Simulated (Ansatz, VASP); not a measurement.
Given: the input of a run of Ansatz 0.2.0 on KTaO3.

The input input.yaml:

```yaml
crystal:
  lattice:
    - [3.9883, 0.0, 0.0]
    - [0.0, 3.9883, 0.0]
    - [0.0, 0.0, 3.9883]
  atoms:
    - { symbol: Ta, position: [0.0, 0.0, 0.0] }
    - { symbol: K, position: [0.5, 0.5, 0.5] }
    - { symbol: O, position: [0.0, 0.0, 0.5] }
    - { symbol: O, position: [0.0, 0.5, 0.0] }
    - { symbol: O, position: [0.5, 0.0, 0.0] }
hamiltonian:
  xc: rpbe
  pseudopotentials: { kind: paw }
kpoints:
  mp_grid: { grid: [7, 7, 7] }
scf:
  occupations: { method: fermi_dirac, width: 0.05 }
output:
  forces: true
  stress: true
relax:
  f_tol: 0.01
  max_steps: 40
  cell: { stress_tol: 0.05 }
```

Potentials or basis: Ansatz PAW.

Command:

```console
$ ansatz run input.yaml --threads 2 --pin off --max-ram 5632MiB --backend cpu --events-out ev --progress --plain --runs-dir out
```

Task: Set up the same calculation for VASP 6.6.1. Potentials there: VASP PAW PBE potentials, release 64 (Ta_pv, K_sv, O).

Result: As run (the cutoff follows the program's own potentials):

The input INCAR:

```
PREC = Accurate
ENCUT = 600
EDIFF = 1E-7
ISMEAR = -1
SIGMA = 0.05
LREAL = F
LASPH = T
NELM = 100
ALGO = Normal
ISIF = 3
LWAVE = F
LCHARG = F
GGA = RP
IBRION = 2
NSW = 60
EDIFFG = -0.01
```

KPOINTS

```
regular mesh
0
Gamma
  7 7 7
```

The input POSCAR:

```
KTaO3
1.0
    3.9883000000      0.0000000000      0.0000000000
    0.0000000000      3.9883000000      0.0000000000
    0.0000000000      0.0000000000      3.9883000000
Ta K O
1 1 3
Direct
    0.0000000000      0.0000000000      0.0000000000
    0.5000000000      0.5000000000      0.5000000000
    0.0000000000      0.0000000000      0.5000000000
    0.0000000000      0.5000000000      0.0000000000
    0.5000000000      0.0000000000      0.0000000000
```

Potentials or basis: VASP PAW PBE potentials, release 64 (Ta_pv, K_sv, O).

Launch:

```sh
$ cat potpaw_PBE.64/Ta_pv/POTCAR potpaw_PBE.64/K_sv/POTCAR potpaw_PBE.64/O/POTCAR > POTCAR
$ mpirun -np 1 vasp_std > vasp.out
```

Both were run:

|  | VASP | Ansatz | Ansatz less VASP |
| --- | --- | --- | --- |
| relaxed volume (Å³/atom) | 13.37 | 13.34 | -0.036 |
| relaxed cell length with the largest relative difference (Å) | 4.059 | 4.055 | -0.0036 |

VASP's potentials were made for PBE, not for RPBE. VASP's potentials hold 38 valence electrons a cell and Ansatz's 40, so a difference there can come from the potentials and not from the codes.

Neither program's run includes spin-orbit coupling. Noted on Ansatz's run: odd divisions of the mesh miss points on the zone boundary, where band edges often lie, so the gap on the mesh can be too wide; the plane-wave basis is chosen anew once the cell has moved, so the energies of steps on either side of that aren't comparable.
